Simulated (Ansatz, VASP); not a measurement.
**SiO2: VASP beside Ansatz**

Contents of INCAR:

```
SYSTEM = SiO2
  PREC = Accurate
  ENCUT = 520
  EDIFF = 1E-8
  ISMEAR = -1
  SIGMA = 0.02
  LREAL = Auto
  LASPH = .True.
  NELM = 60
  ALGO = Normal
  ISIF = 2
  LWAVE = .False.
  LCHARG = .False.
  GGA = PE
  LEFG = .True.
  NBANDS = 82
```

Contents of KPOINTS:

```
regular mesh
0
Gamma
  3 3 3
  0 0 0
```

POSCAR

```
SiO2
1.0
    6.9616990733      0.0000000000      0.0000000000
    0.0000000000      6.9616990733      0.0000000000
    0.0000000000      0.0000000000      6.9616990733
Si O
8 16
Direct
    0.9771259885      0.5228740115      0.4771259885
    0.5228740115      0.4771259885      0.9771259885
    0.4771259885      0.9771259885      0.5228740115
    0.0228740115      0.0228740115      0.0228740115
    0.7141775776      0.7858224224      0.2141775776
    0.7858224224      0.2141775776      0.7141775776
    0.2141775776      0.7141775776      0.7858224224
    0.2858224224      0.2858224224      0.2858224224
    0.8607175071      0.3328254486      0.5326132099
    0.3607175071      0.1671745514      0.4673867901
    0.1392824929      0.8328254486      0.9673867901
    0.1671745514      0.4673867901      0.3607175071
    0.9673867901      0.1392824929      0.8328254486
    0.4673867901      0.3607175071      0.1671745514
    0.3328254486      0.5326132099      0.8607175071
    0.5326132099      0.8607175071      0.3328254486
    0.1541929604      0.1541929604      0.1541929604
    0.3458070396      0.8458070396      0.6541929604
    0.6541929604      0.3458070396      0.8458070396
    0.8458070396      0.6541929604      0.3458070396
    0.6392824929      0.6671745514      0.0326132099
    0.0326132099      0.6392824929      0.6671745514
    0.6671745514      0.0326132099      0.6392824929
    0.8328254486      0.9673867901      0.1392824929
```

Input for Ansatz:

```yaml
crystal:
  lattice:
    - [6.9616990733, 0.0, 0.0]
    - [0.0, 6.9616990733, 0.0]
    - [0.0, 0.0, 6.9616990733]
  atoms:
    - { symbol: Si, position: [0.9771259885, 0.5228740115, 0.4771259885] }
    - { symbol: Si, position: [0.5228740115, 0.4771259885, 0.9771259885] }
    - { symbol: Si, position: [0.4771259885, 0.9771259885, 0.5228740115] }
    - { symbol: Si, position: [0.0228740115, 0.0228740115, 0.0228740115] }
    - { symbol: Si, position: [0.7141775776, 0.7858224224, 0.2141775776] }
    - { symbol: Si, position: [0.7858224224, 0.2141775776, 0.7141775776] }
    - { symbol: Si, position: [0.2141775776, 0.7141775776, 0.7858224224] }
    - { symbol: Si, position: [0.2858224224, 0.2858224224, 0.2858224224] }
    - { symbol: O, position: [0.8607175071, 0.3328254486, 0.5326132099] }
    - { symbol: O, position: [0.3607175071, 0.1671745514, 0.4673867901] }
    - { symbol: O, position: [0.1392824929, 0.8328254486, 0.9673867901] }
    - { symbol: O, position: [0.1671745514, 0.4673867901, 0.3607175071] }
    - { symbol: O, position: [0.9673867901, 0.1392824929, 0.8328254486] }
    - { symbol: O, position: [0.4673867901, 0.3607175071, 0.1671745514] }
    - { symbol: O, position: [0.3328254486, 0.5326132099, 0.8607175071] }
    - { symbol: O, position: [0.5326132099, 0.8607175071, 0.3328254486] }
    - { symbol: O, position: [0.1541929604, 0.1541929604, 0.1541929604] }
    - { symbol: O, position: [0.3458070396, 0.8458070396, 0.6541929604] }
    - { symbol: O, position: [0.6541929604, 0.3458070396, 0.8458070396] }
    - { symbol: O, position: [0.8458070396, 0.6541929604, 0.3458070396] }
    - { symbol: O, position: [0.6392824929, 0.6671745514, 0.0326132099] }
    - { symbol: O, position: [0.0326132099, 0.6392824929, 0.6671745514] }
    - { symbol: O, position: [0.6671745514, 0.0326132099, 0.6392824929] }
    - { symbol: O, position: [0.8328254486, 0.9673867901, 0.1392824929] }
kpoints:
  mp_grid: { grid: [3, 3, 3] }
scf:
  occupations: { method: fermi_dirac, width: 0.02 }
hamiltonian:
  xc: pbe
  pseudopotentials: { kind: paw, frozen_core: stored }
output:
  forces: true
  stress: true
  populations: true
  efg: { quadrupole_moments_barn: { O: -0.02558 } }
  write_density: true
  write_potential: true
  elf: true
  volumetric_format: npy
```

Change from the starting cell: volume scaled by 0.95.

Alike in both runs: task electric field gradients; functional PBE; k mesh 3 × 3 × 3; occupations fermi-dirac, width 0.02 eV; no spin polarisation.

```csv
,VASP,Ansatz
version,VASP 6.6.1,Ansatz 0.2.0
potentials or method,"VASP PAW PBE potentials, release 64 (Si, O)","plane-wave PAW, scalar-relativistic"
plane-wave cutoff (eV),520,420
valence electrons in the cell,128,128
```

VASP gave:

| Property | Result |
| --- | --- |
| gap on the k mesh at the Fermi level (eV) | 6.03 |
| pressure (GPa) | 10.7 |
| rms of the force components (eV/Å) | 0.255 |
| size of Vzz on the site where it differs most (V/Å²) | 90.8 |

Q: What did Ansatz give for the same quantities?

A: gap on the k mesh at the Fermi level (eV): 6.03; pressure (GPa): 10.5; rms of the force components (eV/Å): 0.255; size of Vzz on the site where it differs most (V/Å²): 99.7.

Atom by atom the forces differ by 0.011 eV/Å (rms over components). With one functional, cell and mesh, what is left measures potentials, basis and numerics.
